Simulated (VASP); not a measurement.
# MoOs (P-6m2) in VASP: further runs, part 3 of 3

VASP 6.6.1.

### 6 Single point, LDA

This run uses another cell than the first one, of the same volume but with other edges.

File INCAR:

```
PREC = Accurate
ENCUT = 500
EDIFF = 1E-6
ISMEAR = 0
SIGMA = 0.15
LREAL = F
LASPH = T
NELM = 120
ALGO = Normal
ISIF = 2
LWAVE = F
LCHARG = F
NBANDS = 22
GGA_COMPAT = F
```

File KPOINTS:

```
regular mesh
0
Gamma
  21 21 12
```

File POSCAR:

```
MoOs
1.0
    2.9965554740      0.0000000000      0.0000000000
   -1.4982777370      2.5950931644      0.0000000000
    0.0000000000      0.0000000000      3.8840622568
Mo Os
1 1
Direct
    0.6666666667      0.3333333333      0.5000000000
    0.3333333333      0.6666666667      0.0000000000
```

Potentials or basis: VASP PAW LDA potentials, release 64 (Mo_sv, Os_sv_GW).

The run is started by

```
cat potpaw_LDA.64/Mo_sv/POTCAR potpaw_LDA.64/Os_sv_GW/POTCAR > POTCAR
mpirun -np 1 vasp_std > vasp.out
```

OUTCAR:

```text
PREC = Accurate
   ENCUT = 500
   EDIFF = 1E-6
   ISMEAR = 0
   LREAL = F
   LASPH = T
   NELM = 120
   ISIF = 2

 ion  position               nearest neighbor table
   1  0.667  0.333  0.500-   2 2.60   2 2.60   2 2.60   2 2.60   2 2.60   2 2.60
   2  0.333  0.667  0.000-   1 2.60   1 2.60   1 2.60   1 2.60   1 2.60   1 2.60

  LATTYP: Found a hexagonal cell.
 ALAT       =     2.9965554740
 C/A-ratio  =     1.2961756558

  Lattice vectors:

 A1 = (   2.9965554740,   0.0000000000,   0.0000000000)
 A2 = (  -1.4982777370,   2.5950931644,   0.0000000000)
 A3 = (   0.0000000000,   0.0000000000,   3.8840622568)

Analysis of symmetry for initial positions (statically):
=====================================================================
 Subroutine PRICEL returns:
 Original cell was already a primitive cell.

 Routine SETGRP: Setting up the symmetry group for a
 hexagonal supercell.

 Subroutine GETGRP returns: Found 12 space group operations
 (whereof 12 operations were pure point group operations)
 out of a pool of 24 trial point group operations.

The static configuration has the point symmetry D_3h.

Analysis of symmetry for dynamics (positions and initial velocities):
=====================================================================
 Subroutine PRICEL returns:
 Original cell was already a primitive cell.

 Routine SETGRP: Setting up the symmetry group for a
 hexagonal supercell.

 Subroutine GETGRP returns: Found 12 space group operations
 (whereof 12 operations were pure point group operations)
 out of a pool of 24 trial point group operations.

The dynamic configuration has the point symmetry D_3h.

 Subroutine INISYM returns: Found 12 space group operations
 (whereof 12 operations are pure point group operations),
 and found     1 'primitive' translations

----------------------------------------------------------------------------------------

                                     Primitive cell

  volume of cell :      30.2038

  direct lattice vectors                    reciprocal lattice vectors
     2.996555474  0.000000000  0.000000000     0.333716498  0.192671310  0.000000000
    -1.498277737  2.595093164  0.000000000     0.000000000  0.385342620  0.000000000
     0.000000000  0.000000000  3.884062257     0.000000000  0.000000000  0.257462402

  length of vectors
     2.996555474  2.996555474  3.884062257     0.385342620  0.385342620  0.257462402

  position of ions in fractional coordinates (direct lattice)
     0.666666667  0.333333333  0.500000000
     0.333333333  0.666666667  0.000000000

  ion indices of the primitive-cell ions
   primitive index   ion index
                 1           1
                 2           2

----------------------------------------------------------------------------------------

 KPOINTS: regular mesh

Automatic generation of k-mesh.
 Grid dimensions read from file:
 generate k-points for:   21   21   12

 Generating k-lattice:

  Cartesian coordinates                     Fractional coordinates (reciprocal lattice)
     0.015891262  0.009174824  0.000000000     0.047619048  0.000000000  0.000000000
     0.000000000  0.018349649  0.000000000     0.000000000  0.047619048  0.000000000
     0.000000000  0.000000000  0.021455200     0.000000000  0.000000000  0.083333333

  Length of vectors
     0.018349649  0.018349649  0.021455200

  Shift w.r.t. Gamma in fractional coordinates (k-lattice)
     0.000000000  0.000000000  0.000000000

 Subroutine IBZKPT returns following result:
 ===========================================

 Found    336 irreducible k-points:

 Following reciprocal coordinates:
            Coordinates               Weight
  0.000000  0.000000  0.000000      1.000000
  0.047619  0.000000  0.000000      6.000000
  0.095238  0.000000  0.000000      6.000000
  0.142857  0.000000  0.000000      6.000000
  0.190476  0.000000  0.000000      6.000000
  0.238095 -0.000000  0.000000      6.000000
[... 16 lines left out ...]
  0.142857  0.095238  0.000000     12.000000
  0.190476  0.095238  0.000000     12.000000
 [... further k-points ...]
   k-points           NKPTS =    336   k-points in BZ     NKDIM =    336   number of bands    NBANDS=     22
   number of dos      NEDOS =    301   number of ions     NIONS =      2
   total plane-waves  NPLWV =  16128
   dimension x,y,z NGX =    24 NGY =   24 NGZ =   28
   dimension x,y,z NGXF=    48 NGYF=   48 NGZF=   56
   ions per type =               1   1
   NGX,Y,Z   is equivalent  to a cutoff of  13.31, 13.31, 11.98 a.u.
   NGXF,Y,Z  is equivalent  to a cutoff of  26.63, 26.63, 23.97 a.u.
 SYSTEM =  unknown system
   PREC   = accura    normal or accurate (medium, high low for compatibility)
   ISTART =      0    job   : 0-new  1-cont  2-samecut
   ICHARG =      2    charge: 1-file 2-atom 10-const
   ISPIN  =      1    spin polarized calculation?
   LNONCOLLINEAR =      F non collinear calculations
   LSORBIT =      F    spin-orbit coupling
   LASPH  =      T    aspherical Exc in radial PAW
   ENCUT  =  500.0 eV  36.75 Ry    6.06 a.u.   5.46  5.46  7.08*2*pi/ulx,y,z
   NELM   =    120;   NELMIN=  2; NELMDL= -5     # of ELM steps
   EDIFF  = 0.1E-05   stopping-criterion for ELM
   LREAL  =      F    real-space projection
   EDIFFG = 0.1E-04   stopping-criterion for IOM
   NSW    =      0    number of steps for IOM
   IBRION =     -1    ionic relax: 0-MD 1-quasi-New 2-CG
   NFREE  =      0    steps in history (QN), initial steepest desc. (CG)
   ISIF   =      2    stress and relaxation
   ISYM   =      2    0-nonsym 1-usesym 2-fastsym
   POTIM  = 0.5000    time-step for ionic-motion
   TEBEG  =    0.0;   TEEND  =   0.0 temperature during run
   PSTRESS=    0.0 pullay stress
   NELECT =      30.0000    total number of electrons
   NUPDOWN=      -1.0000    fix difference up-down
   EMIN   =  10.00;   EMAX   =-10.00  energy-range for DOS
   EFERMI =   0.00;   METHOD = LEGACY
   ISMEAR =     0;   SIGMA  =   0.15  broadening in eV -4-tet -1-fermi 0-gaus
   EFERMI_NEDOS =   21; number of points for ismear=-14 and -15
   IALGO  =     38    algorithm
   IMIX   =      4    mixing-type and parameters
     AMIX     =   0.40;   BMIX     =  1.00
     AMIX_MAG =   1.60;   BMIX_MAG =  1.00
  volume/ion in A,a.u.               =      15.10       101.91
  Fermi-wavevector in a.u.,A,eV,Ry     =   1.633408  3.086694 36.300653  2.668023
  Thomas-Fermi vector in A             =   2.725218
   LORBIT       =      0    0 simple, 1 ext, 2 COOP (PROOUT), +10 PAW based schemes
   GGA     = CA    functional components
   LHFCALC =     F    Hartree Fock is set to
   AEXX    =    0.0000 exact exchange contribution
   IVDW    =     0    specifies the selected vdW correction
   LEPSILON=     F    determine dielectric tensor
   LRPA    =     F    only Hartree local field effects (RPA)
 non-spin polarized calculation
 Gauss-broadening in eV      SIGMA  =   0.15
  energy-cutoff  :      500.00
  volume of cell :       30.20
 maximum number of plane-waves:       818
 NGX is ok and might be reduce to    24

 number of electron      29.9999997 magnetization

 Free energy of the ion-electron system (eV)
  ---------------------------------------------------
  ext. energy  EPLUGINS =         0.00000000
  ---------------------------------------------------
  free energy    TOTEN  =       -24.99138029 eV

  energy without entropy =      -24.96193815  energy(sigma->0) =      -24.97665922

 E-fermi :  12.5053     XC(G=0): -14.0099

 val. band max:       12.5035735026   @ k =   0.1905   0.0952   0.0000
 cond. band min:      12.5064677364   @ k =   0.3333   0.1429   0.3333
 fundamental gap:      0.0028942338
 Fermi energy:        12.5052864809

 k-point     1 :       0.0000    0.0000    0.0000
  band No.  band energies     occupation
      1     -73.2492      2.00000
      2     -48.0358      2.00000
      3     -33.0114      2.00000
      4     -32.7745      2.00000
      5     -32.7745      2.00000
      6     -22.3167      2.00000
[... 14 lines left out ...]
     21      24.5438      0.00000
     22      25.4676      0.00000
[... 552 lines left out ...]
  band No.  band energies     occupation
      1     -73.2409      2.00000
      2     -47.9975      2.00000
      3     -32.9762      2.00000
      4     -32.9177      2.00000
      5     -32.8202      2.00000
      6     -22.3293      2.00000
[... 14 lines left out ...]
     21      24.3031      0.00000
     22      25.4747      0.00000

 [... further k-points ...]

------------------------ aborting loop because EDIFF is reached ----------------------------------------

  FORCE on cell =-STRESS in cart. coord.  units (eV):
  Direction    XX          YY          ZZ          XY          YZ          ZX
  --------------------------------------------------------------------------------------
  -------------------------------------------------------------------------------------
  Total       -3.2548918     -3.2548918      4.5169356      0.0000000      0.0000000      0.0000000
  in kB     -172.6575919   -172.6575919    239.6034247      0.0000000      0.0000000      0.0000000
  external PRESSURE =     -35.2372530 kB  Pullay stress =       0.0000000 kB

 VOLUME and BASIS-vectors are now :
 -----------------------------------------------------------------------------
  energy-cutoff  :      500.00
  volume of cell :       30.20
      direct lattice vectors                 reciprocal lattice vectors
     2.996555474  0.000000000  0.000000000     0.333716498  0.192671310  0.000000000
    -1.498277737  2.595093164  0.000000000     0.000000000  0.385342620  0.000000000
     0.000000000  0.000000000  3.884062257     0.000000000  0.000000000  0.257462402

 POSITION                                       TOTAL-FORCE (eV/Angst)
 -----------------------------------------------------------------------------------
      1.49828      0.86503      1.94203         0.000000     -0.000000      0.000000
     -0.00000      1.73006      0.00000        -0.000000      0.000000      0.000000
 -----------------------------------------------------------------------------------
    total drift:                                0.000000     -0.000000     -0.000000

  FREE ENERGIE OF THE ION-ELECTRON SYSTEM (eV)
  ---------------------------------------------------
  free  energy   TOTEN  =       -24.9913802866 eV

  energy  without entropy=      -24.9619381450  energy(sigma->0) =      -24.97665922
```

OSZICAR:

```text
N       E                     dE             d eps       ncg     rms          rms(c)
DAV:   1     0.343433241375E+03    0.34343E+03   -0.19315E+04 14824   0.141E+03
DAV:   2    -0.159914941583E+02   -0.35942E+03   -0.34742E+03 16978   0.471E+02
DAV:   3    -0.273518035508E+02   -0.11360E+02   -0.11220E+02 17454   0.867E+01
DAV:   4    -0.274210752904E+02   -0.69272E-01   -0.69249E-01 16080   0.744E+00
DAV:   5    -0.274215367999E+02   -0.46151E-03   -0.46150E-03 17646   0.579E-01    0.797E+01
DAV:   6    -0.266190827650E+02    0.80245E+00   -0.13001E+01 16668   0.209E+01    0.506E+01
DAV:   7    -0.280824514924E+02   -0.14634E+01   -0.29416E+01 16796   0.301E+01    0.251E+01
DAV:   8    -0.250000917102E+02    0.30824E+01   -0.11259E+01 16698   0.200E+01    0.623E+00
DAV:   9    -0.249919230283E+02    0.81687E-02   -0.39266E-01 15372   0.395E+00    0.256E+00
DAV:  10    -0.249919740221E+02   -0.50994E-04   -0.91283E-03 17358   0.730E-01    0.321E-01
DAV:  11    -0.249913904731E+02    0.58355E-03   -0.14141E-03 16684   0.264E-01    0.747E-02
DAV:  12    -0.249913806942E+02    0.97789E-05   -0.11960E-04 16224   0.807E-02    0.386E-02
DAV:  13    -0.249913802866E+02    0.40759E-06   -0.18325E-06 14194   0.107E-02
   1 F= -.24991380E+02 E0= -.24976659E+02  d E =-.294421E-01
```

Run time: 2.1 min. Hardware: 1 thread of Intel Xeon Platinum 8259CL at 2.50GHz (Skylake/Cascade Lake), shared host; peak memory 0.33 GiB.

What came out:

- Free energy: -24.9914 eV
- Pressure: -3.5 GPa
- Band gap on the k mesh: zero (bands 15 and 16 overlap by 1.75 eV)

Stress tensor (GPa, compression positive):
```
-17.27   0.00   0.00
  0.00 -17.27   0.00
  0.00   0.00  23.96
```

Caveat: the cell stands under tension; spin-orbit coupling is left out, which moves the levels of the heavy elements.

### 7 Summary

```tsv
potentials or basis	cell	cutoff (eV)	gap on the mesh (eV)	pressure (GPa)
VASP PAW LDA potentials, release 64 (Mo_sv, Os)	a = 2.937, b = 2.937, c = 4.044 Å, angles 90.0, 90.0, 120.0°, 2 atoms	520	none	-7.6
VASP PAW LDA potentials, release 64 (Mo_sv, Os)	a = 2.860, b = 2.860, c = 4.263 Å, angles 90.0, 90.0, 120.0°, 2 atoms	520	none	-12.9
VASP PAW LDA potentials, release 64 (Mo_sv, Os)	a = 2.820, b = 2.820, c = 4.386 Å, angles 90.0, 90.0, 120.0°, 2 atoms	520	none	-14.7
VASP PAW LDA potentials, release 64 (Mo_sv, Os)	a = 2.549, b = 2.549, c = 5.369 Å, angles 90.0, 90.0, 120.0°, 2 atoms	520	none	7.9
VASP PAW LDA potentials, release 64 (Mo_sv, Os_sv_GW)	a = 2.997, b = 2.997, c = 3.884 Å, angles 90.0, 90.0, 120.0°, 2 atoms	500	none	-3.5
```

Alike in all rows: task single point; level LDA; no spin polarisation; k mesh 21 × 21 × 12; smearing gaussian 0.15 eV.

Caveats: spin-orbit coupling is left out, which moves the levels of the heavy elements; the cell stands under tension (at least some runs); the cell stands under pressure (at least some runs).

Absolute energies hang on the potentials; compare differences alone.
